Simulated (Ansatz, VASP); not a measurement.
**One calculation of Yb, two programs**

```
Yb
1.0
     0.00000    4.32170    4.32170
     4.32170    0.00000    4.32170
     4.32170    4.32170    0.00000
Yb
2
Direct
  0.12500 0.12500 0.12500
  0.87500 0.87500 0.87500
```

Alike in both runs: functional PBE; k mesh 7 × 7 × 7; occupations fermi-dirac, width 0.1 eV; no spin polarisation.

Ansatz relaxed the structure, and its values are those at the end. VASP's run is a single point on that final structure, the one shown.

|  | VASP | Ansatz |
| --- | --- | --- |
| version | VASP 6.6.1 | Ansatz 0.2.0 |
| potentials or method | VASP PAW PBE potentials, release 64 (Yb), cutoff 520 eV | plane waves (420 eV) with PAW, scalar-relativistic |
| valence electrons in the cell | 48 | 48 |

|  | VASP | Ansatz | Ansatz less VASP |
| --- | --- | --- | --- |
| pressure (GPa) | -0.6 | 0.0 | +0.64 |

With one functional, cell and mesh, what is left measures potentials, basis and numerics.

Neither program's run includes spin-orbit coupling.
